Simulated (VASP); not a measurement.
The system is BaZrO3.

```
CELL_PARAMETERS angstrom
4.20536 0.00000 0.00000
0.00000 4.20536 0.00000
0.00000 0.00000 4.20536
ATOMIC_POSITIONS crystal
Ba 0.00000 0.00000 0.00000
Zr 0.50000 0.50000 0.50000
O 0.50000 0.50000 0.00000
O 0.50000 0.00000 0.50000
O 0.00000 0.50000 0.50000
```

Base run:

| Item | Value |
| --- | --- |
| Program | VASP 6.6.1 |
| Functional | PBE |
| Potentials or basis | VASP PAW PBE potentials, release 64 (Ba_sv, Zr_sv, O) |
| Cutoff | 520 eV |
| k mesh | 6 × 6 × 6 |
| Occupations | fermi-dirac, width 0.02 eV |
| Spin | no spin polarisation |

Its results: band gap on the k mesh 3.17 eV, indirect (least direct gap 3.40 eV); pressure 3.4 GPa.

The run is repeated on the same cell with these changes: functional from PBE to r2SCAN; occupations from fermi-dirac, width 0.02 eV to gaussian, width 0.01 eV. What comes out?

Band gap on the k mesh 3.68 eV, indirect (least direct gap 3.93 eV); pressure 1.0 GPa.

Caveats: spin-orbit coupling is left out, which moves the levels of the heavy elements; the PAW data sets were made with another functional, which shifts forces and pressure a little (some runs).

A k mesh can miss the band edges.
